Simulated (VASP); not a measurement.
# GaP (F-43m) in VASP: notebook

Runs on GaP. Level: LDA. Tasks: elastic constants.

Everything below comes from runs of VASP 6.6.1. Logs are shortened: lines on timing, memory, paths and dates and some standing lists are left out, and cuts for length are marked.

## 1. The cell of the first run

The structure is cubic, space group F-43m (No. 216). Conventional cell: a = 5.391 Å, b = 5.391 Å, c = 5.391 Å, α = 90.00°, β = 90.00°, γ = 90.00°. Within 3.1 Å of Ga (site symmetry -43m) lie 4 P at 2.33 Å. P (site symmetry -43m) has 4 Ga at 2.33 Å within 3.1 Å.

## 2. Elastic constants, LDA

INCAR

```
SYSTEM = GaP
PREC = Accurate ; ENCUT = 600
EDIFF = 1E-8 ; ISMEAR = 0
SIGMA = 0.01 ; LREAL = .False.
LASPH = .True. ; NELM = 80
ALGO = Normal ; ISIF = 3
LWAVE = .False. ; LCHARG = .False.
NBANDS = 16 ; IBRION = 6
NFREE = 2 ; POTIM = 0.015
NSW = 1
```

KPOINTS

```
regular mesh
0
Gamma
  8 8 8
  0 0 0
```

POSCAR

```
GaP
1.0
    0.0000000000      2.6956953661      2.6956953661
    2.6956953661      0.0000000000      2.6956953661
    2.6956953661      2.6956953661      0.0000000000
Ga P
1 1
Direct
    0.0000000000      0.0000000000      0.0000000000
    0.7500000000      0.7500000000      0.7500000000
```

Potentials or basis: VASP PAW LDA potentials, release 64 (Ga_d, P).

Command:

```bash
> cat potpaw_LDA.64/Ga_d/POTCAR potpaw_LDA.64/P/POTCAR > POTCAR
> mpirun -np 1 vasp_std > vasp.out
```

OUTCAR:

```text
SYSTEM = GaP
   PREC = Accurate
   ENCUT = 600
   EDIFF = 1E-8
   ISMEAR = 0
   LREAL = .False.
   LASPH = .True.
   NELM = 80
   ISIF = 3
   IBRION = 6
   NFREE = 2
   POTIM = 0.015
   NSW = 1

 ion  position               nearest neighbor table
   1  0.000  0.000  0.000-   2 2.33   2 2.33   2 2.33   2 2.33
   2  0.750  0.750  0.750-   1 2.33   1 2.33   1 2.33   1 2.33

  LATTYP: Found a face centered cubic cell.
 ALAT       =     5.3913907322

  Lattice vectors:

 A1 = (   0.0000000000,   2.6956953661,   2.6956953661)
 A2 = (   2.6956953661,   0.0000000000,   2.6956953661)
 A3 = (   2.6956953661,   2.6956953661,   0.0000000000)

Analysis of symmetry for initial positions (statically):
=====================================================================
 Subroutine PRICEL returns:
 Original cell was already a primitive cell.

 Routine SETGRP: Setting up the symmetry group for a
 face centered cubic supercell.

 Subroutine GETGRP returns: Found 24 space group operations
 (whereof 24 operations were pure point group operations)
 out of a pool of 48 trial point group operations.

The static configuration has the point symmetry T_d .

Analysis of symmetry for dynamics (positions and initial velocities):
=====================================================================
 Subroutine PRICEL returns:
 Original cell was already a primitive cell.

 Routine SETGRP: Setting up the symmetry group for a
 face centered cubic supercell.

 Subroutine GETGRP returns: Found 24 space group operations
 (whereof 24 operations were pure point group operations)
 out of a pool of 48 trial point group operations.

The dynamic configuration has the point symmetry T_d .

 Subroutine INISYM returns: Found 24 space group operations
 (whereof 24 operations are pure point group operations),
 and found     1 'primitive' translations

----------------------------------------------------------------------------------------

                                     Primitive cell

  volume of cell :      39.1780

  direct lattice vectors                    reciprocal lattice vectors
     0.000000000  2.695695366  2.695695366    -0.185480899  0.185480899  0.185480899
     2.695695366  0.000000000  2.695695366     0.185480899 -0.185480899  0.185480899
     2.695695366  2.695695366  0.000000000     0.185480899  0.185480899 -0.185480899

  length of vectors
     3.812288947  3.812288947  3.812288947     0.321262341  0.321262341  0.321262341

  position of ions in fractional coordinates (direct lattice)
     0.000000000  0.000000000  0.000000000
     0.750000000  0.750000000  0.750000000

  ion indices of the primitive-cell ions
   primitive index   ion index
                 1           1
                 2           2

----------------------------------------------------------------------------------------

 KPOINTS: regular mesh

Automatic generation of k-mesh.
 Grid dimensions read from file:
 generate k-points for:    8    8    8

 Generating k-lattice:
[... 102 lines left out ...]

 number of electron      17.9999994 magnetization

 Free energy of the ion-electron system (eV)
  ---------------------------------------------------
  ext. energy  EPLUGINS =         0.00000000
  ---------------------------------------------------
  free energy    TOTEN  =       -10.45081615 eV

  energy without entropy =      -10.45081615  energy(sigma->0) =      -10.45081615

------------------------ aborting loop because EDIFF is reached ----------------------------------------

  FORCE on cell =-STRESS in cart. coord.  units (eV):
  Direction    XX          YY          ZZ          XY          YZ          ZX
  --------------------------------------------------------------------------------------
  -------------------------------------------------------------------------------------
  Total        0.0216770      0.0216770      0.0216770      0.0000000      0.0000000     -0.0000000
  in kB        0.8864783      0.8864783      0.8864783      0.0000000      0.0000000     -0.0000000
  external PRESSURE =       0.8864783 kB  Pullay stress =       0.0000000 kB
[... 89 lines left out ...]
  FREE ENERGIE OF THE ION-ELECTRON SYSTEM (eV)
  ---------------------------------------------------
  free  energy   TOTEN  =       -10.4465210791 eV

  energy  without entropy=      -10.4465210791  energy(sigma->0) =      -10.44652108

[... ionic steps 4 to 14 ...]

--------------------------------------- Ionic step       15  -------------------------------------------

 number of electron      17.9999997 magnetization

------------------------ aborting loop because EDIFF is reached ----------------------------------------
[... 67 lines left out ...]
--------------------------------------- Ionic step       17  -------------------------------------------

 number of electron      17.9999994 magnetization

 Free energy of the ion-electron system (eV)
  ---------------------------------------------------
  ext. energy  EPLUGINS =         0.00000000
  ---------------------------------------------------
  free energy    TOTEN  =       -10.44963532 eV

  energy without entropy =      -10.44963532  energy(sigma->0) =      -10.44963532

 E-fermi :   5.0282     XC(G=0): -10.3105

 val. band max:        4.8943971849   @ k =   0.0000   0.0000   0.0000
 cond. band min:       6.2710885369   @ k =   0.0000   0.5000   0.5000
 fundamental gap:      1.3766913520
 Fermi energy:         5.0282075551

 k-point     1 :       0.0000    0.0000    0.0000
  band No.  band energies     occupation
      1      -9.9215      2.00000
      2      -9.9192      2.00000
      3      -9.9164      2.00000
      4      -9.8106      2.00000
      5      -9.8106      2.00000
      6      -7.9120      2.00000
[... 433 lines left out ...]
      3      -9.8729      2.00000
      4      -9.8165      2.00000
      5      -9.8026      2.00000
      6      -5.2992      2.00000
[... 8 lines left out ...]
     15      16.8354      0.00000
     16      17.4440      0.00000

 [... further k-points ...]

------------------------ aborting loop because EDIFF is reached ----------------------------------------

  FORCE on cell =-STRESS in cart. coord.  units (eV):
  Direction    XX          YY          ZZ          XY          YZ          ZX
  --------------------------------------------------------------------------------------
  -------------------------------------------------------------------------------------
  Total        0.0219241      0.0246108      0.0246108      0.0000000     -0.1215130      0.0000000
  in kB        0.8965811      1.0064556      1.0064556      0.0000000     -4.9692520      0.0000000
  external PRESSURE =       0.9698308 kB  Pullay stress =       0.0000000 kB
[... 17 lines left out ...]
  FREE ENERGIE OF THE ION-ELECTRON SYSTEM (eV)
  ---------------------------------------------------
  free  energy   TOTEN  =       -10.4496353184 eV

  energy  without entropy=      -10.4496353184  energy(sigma->0) =      -10.44963532

 INTERNAL STRAIN TENSORS FROM STRAINED CELLS
 ============================================

 INTERNAL STRAIN TENSOR FOR ION    1 for displacements in x,y,z  (eV/Angst):
          X           Y           Z          XY          YZ          ZX
  --------------------------------------------------------------------------------
  x    -0.00000    -0.00000     0.00000     0.00000    -8.11321    -0.00000
  y    -0.00000     0.00000     0.00000    -0.00000     0.00000    -8.11358
  z    -0.00000    -0.00000     0.00000    -8.11324    -0.00000    -0.00000

 INTERNAL STRAIN TENSORS FROM DISPLACED ATOMS
 ============================================

 INTERNAL STRAIN TENSOR FOR ION    1 for displacements in x,y,z  (eV/Angst):
          X           Y           Z          XY          YZ          ZX
  --------------------------------------------------------------------------------
  x     0.00000     0.00000     0.00000     0.00000    -8.10765     0.00000
  y     0.00000     0.00000     0.00000     0.00000     0.00000    -8.10765
  z     0.00000     0.00000     0.00000    -8.10765     0.00000     0.00000

 INTERNAL STRAIN TENSOR FOR ION    2 for displacements in x,y,z  (eV/Angst):
          X           Y           Z          XY          YZ          ZX
  --------------------------------------------------------------------------------
  x     0.00000    -0.00000    -0.00000     0.00000     8.10716     0.00000
  y    -0.00000     0.00000    -0.00000     0.00000     0.00000     8.10716
  z    -0.00000    -0.00000     0.00000     8.10716     0.00000     0.00000

 Eigenvectors and eigenvalues of the dynamical matrix
 ----------------------------------------------------

   1 f  =   10.934921 THz    68.706133 2PiTHz  364.749691 cm-1    45.223178 meV
             X         Y         Z           dx          dy          dz
      0.000000  0.000000  0.000000     0.554303    0.000000    0.000000
      4.043543  4.043543  4.043543    -0.832315    0.000000   -0.000000
[... 21 lines left out ...]
   6 f/i=    0.004074 THz     0.025596 2PiTHz    0.135886 cm-1     0.016848 meV
             X         Y         Z           dx          dy          dz
      0.000000  0.000000  0.000000     0.344843    0.731257   -0.197721
      4.043543  4.043543  4.043543     0.229658    0.487001   -0.131678

--------------------------------------------------------------------------------------------------------

 ELASTIC MODULI CONTR FROM IONIC RELAXATION (kBar)
 Direction    XX          YY          ZZ          XY          YZ          ZX
 --------------------------------------------------------------------------------
 XX          -0.0000     -0.0000     -0.0000      0.0000      0.0000      0.0000
 YY          -0.0000     -0.0000     -0.0000      0.0000      0.0000      0.0000
 ZZ          -0.0000     -0.0000     -0.0000      0.0000      0.0000      0.0000
 XY           0.0000      0.0000      0.0000   -256.2597      0.0000      0.0000
 YZ           0.0000      0.0000      0.0000      0.0000   -256.2597      0.0000
 ZX           0.0000      0.0000      0.0000      0.0000      0.0000   -256.2597
 --------------------------------------------------------------------------------

 TOTAL ELASTIC MODULI (kBar)
 Direction    XX          YY          ZZ          XY          YZ          ZX
 --------------------------------------------------------------------------------
 XX        1422.7669    640.6523    640.6523      0.0000      0.0000      0.0000
 YY         640.6523   1422.7669    640.6523     -0.0000     -0.0000      0.0000
 ZZ         640.6523    640.6523   1422.7669      0.0000      0.0000      0.0000
 XY           0.0000     -0.0000      0.0000    710.7621      0.0000      0.0000
 YZ           0.0000     -0.0000      0.0000      0.0000    710.7621      0.0000
 ZX           0.0000      0.0000      0.0000      0.0000      0.0000    710.7621
 --------------------------------------------------------------------------------
```

Wall time 6 min (1 thread of AMD EPYC 9R45 (Zen 5), shared host); peak memory 0.28 GiB.

What came out:

| Item | Value |
| --- | --- |
| Elastic constants C11, C12, C44 | 142, 64, 71 GPa |
| Voigt bulk modulus | 90 GPa |
| Highest phonon frequency at Γ, LO-TO splitting left out | 365 cm⁻¹ |

Phonon frequencies in cm⁻¹ (negative: imaginary):
```
              q point        frequencies
(0.000, 0.000, 0.000)  0 0 0 365 365 365
```

Elastic tensor in Voigt notation (GPa, in the Cartesian axes of the cell as first typed):
```
142  64  64   0   0   0
 64 142  64   0   0   0
 64  64 142   0   0   0
  0   0   0  71   0   0
  0   0   0   0  71   0
  0   0   0   0   0  71
```

Clamped-ion elastic tensor (GPa):
```
142  64  64   0   0   0
 64 142  64   0   0   0
 64  64 142   0   0   0
  0   0   0  97   0   0
  0   0   0   0  97   0
  0   0   0   0   0  97
```

## 3. Elastic constants, LDA

INCAR

```
SYSTEM = GaP
PREC = Accurate ; ENCUT = 600
EDIFF = 1E-8 ; ISMEAR = 0
SIGMA = 0.01 ; LREAL = .FALSE.
LASPH = .TRUE. ; NELM = 60
ALGO = Normal ; ISIF = 3
LWAVE = .FALSE. ; LCHARG = .TRUE.
GGA = CA ; NBANDS = 16
IBRION = 6 ; NFREE = 2
POTIM = 0.015 ; NSW = 1
```

KPOINTS

```
regular mesh
0
G
  8 8 8
  0 0 0
```

POSCAR is that of step 2.

Potentials or basis: VASP PAW LDA potentials, release 64 (Ga_d, P).

Command:

```bash
> cat potpaw_LDA.64/Ga_d/POTCAR potpaw_LDA.64/P/POTCAR > POTCAR
> mpirun -np 1 vasp_std > vasp.out
```

Wall time 5.7 min (1 thread of AMD EPYC 9R45 (Zen 5), shared host); peak memory 0.29 GiB.

It converged, with:

* Elastic constants C11, C12, C44: 142, 64, 71 GPa
* Voigt bulk modulus: 90 GPa
* Highest phonon frequency at Γ, LO-TO splitting left out: 365 cm⁻¹

Phonon frequencies in cm⁻¹ (negative: imaginary):
| q point | frequencies |
| --- | --- |
| (0.000, 0.000, 0.000) | 0 0 0 365 365 365 |

Elastic tensor in Voigt notation (GPa, in the Cartesian axes of the cell as first typed):
```
142  64  64   0   0   0
 64 142  64   0   0   0
 64  64 142   0   0   0
  0   0   0  71   0   0
  0   0   0   0  71   0
  0   0   0   0   0  71
```

Clamped-ion elastic tensor (GPa):
```
142  64  64   0   0   0
 64 142  64   0   0   0
 64  64 142   0   0   0
  0   0   0  97   0   0
  0   0   0   0  97   0
  0   0   0   0   0  97
```
